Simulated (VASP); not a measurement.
Write the native input for VASP 6.6.1 that does the following.

| Item | Value |
| --- | --- |
| Task | single point |
| Functional | PBEsol |
| Potentials or basis | VASP PAW PBE potentials, release 64 (W_sv, C) |
| Cutoff | 520 eV |
| k mesh | 3 × 3 × 1 |
| Occupations | gaussian, width 0.05 eV |
| Spin | no spin polarisation |
| Dipole correction | no |
| Further INCAR settings | LREAL = Auto; ALGO = Normal; EDIFF = 1e-07; NBANDS = 93 |

The structure of W9C8 lies in POSCAR:

```
W9C8
1.0
    5.7040600000      0.0000000000      0.0000000000
   -2.8520300000      4.9398610000      0.0000000000
    0.0000000000      0.0000000000     17.2011400000
W C
9 8
Direct
    0.0000000000      0.0000000000      0.0581356817
   -0.0141369217     -0.0103725591      0.2159784758
   -0.0000000506      0.4999998988      0.0581356817
   -0.0124402073      0.4910980289      0.2248105649
    0.5000000000      0.0000000000      0.0581356817
    0.4828706089     -0.0135594908      0.2243366428
    0.4999999494      0.4999998988      0.0581356817
    0.4854644789      0.4908119884      0.2260897243
    0.9794006225      0.0023656536      0.3649577295
    0.3287919993      0.1622634726      0.1360630168
    0.2991890642      0.1345614786      0.3014985635
    0.3276734252      0.6606181834      0.1376257620
    0.3131692282      0.6498269891      0.2943128188
    0.8260092139      0.1623991039      0.1351387757
    0.8143944387      0.1433206319      0.2982726726
    0.8259050686      0.6585930252      0.1355615384
    0.8289336821      0.6758212427      0.3023880975
```

These files were run (other wordings do the same):

INCAR

```
PREC = Accurate
ENCUT = 520
EDIFF = 1E-7
ISMEAR = 0
SIGMA = 0.05
LREAL = Auto
LASPH = True
NELM = 60
ALGO = Normal
ISIF = 2
LWAVE = False
LCHARG = True
GGA = PS
LELF = True
LVHAR = True
NBANDS = 93
```

KPOINTS

```
Automatic mesh
0
Gamma
  3 3 1
```

Potentials or basis: VASP PAW PBE potentials, release 64 (W_sv, C).

The run is started by

```console
$ cat potpaw_PBE.64/W_sv/POTCAR potpaw_PBE.64/C/POTCAR > POTCAR
$ mpirun -np 1 vasp_std > vasp.out
```

It gave:

```json
{
  "Largest force": "0.849 eV/Å",
  "Band gap on the k mesh": "zero (bands 79 and 80 overlap by 0.45 eV)"
}
```

Caveat: the k points lie up to 0.42 Å⁻¹ apart; the PAW data sets were made with another functional, which shifts forces and pressure a little; spin-orbit coupling is left out, which moves the levels of the heavy elements.

Run time: 6.2 min on 1 thread of Intel(R) Xeon(R) 6975P-C (Granite Rapids), with other jobs on the host, peak memory 0.56 GiB.
